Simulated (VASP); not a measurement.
IrRh5:

```
Ir Rh
1.0
     2.68404    0.00000    0.00000
     0.00000    2.68404    0.00000
     0.00000    0.00000   11.38742
Ir Rh
1 5
Cartesian
  0.0000 0.0000 0.0000
  0.0000 0.0000 7.5916
  1.3420 1.3420 9.4895
  1.3420 1.3420 1.8979
  0.0000 0.0000 3.7958
  1.3420 1.3420 5.6937
```

- Program: VASP 6.6.1
- Task: relaxation of cell and atoms
- Functional: PBE
- Potentials or basis: VASP PAW PBE potentials, release 64 (Ir, Rh_pv)
- Cutoff: 600 eV
- k mesh: 6 × 6 × 2
- Occupations: gaussian, width 0.1 eV
- Spin: no spin polarisation

At the start: pressure 9.7 GPa; volume 13.67 Å³/atom.

Question: How do energy, volume and symmetry change on relaxing?

Answer: Over 7 steps the energy falls by 15.9 meV/atom and the volume is 14.13 Å³/atom (+3.3 %); space group P4/mmm (No. 123, to 0.1 Å) before and after.

Step by step:
```csv
step,energy change (eV),largest force (eV/Å),pressure (GPa),volume (Å³)
1,0.0000,0.2447,9.65,82.04
2,0.3756,0.2140,-18.44,92.20
3,-0.0882,0.1724,-0.69,84.96
4,-0.0883,0.1750,-0.44,84.88
5,-0.0951,0.0523,0.08,84.73
6,-0.0952,0.0654,0.03,84.75
7,-0.0954,0.0217,-0.02,84.77
```

Final structure:
```cif
data_structure
_symmetry_space_group_name_H-M 'P 1'
_symmetry_Int_Tables_number 1
_cell_length_a 2.7271
_cell_length_b 2.7271
_cell_length_c 11.3976
_cell_angle_alpha 90.000
_cell_angle_beta 90.000
_cell_angle_gamma 90.000
_cell_volume 84.77
loop_
_atom_site_label
_atom_site_type_symbol
_atom_site_fract_x
_atom_site_fract_y
_atom_site_fract_z
_atom_site_occupancy
Ir1 Ir 0.00000 0.00000 0.00000 1
Rh1 Rh 0.00000 0.00000 0.66550 1
Rh2 Rh 0.50000 0.50000 0.83396 1
Rh3 Rh 0.50000 0.50000 0.16604 1
Rh4 Rh 0.00000 0.00000 0.33450 1
Rh5 Rh 0.50000 0.50000 0.50000 1
```

Caveat: the k points lie up to 0.38 Å⁻¹ apart in the final cell, too coarse for converged energies and pressures of a metal.
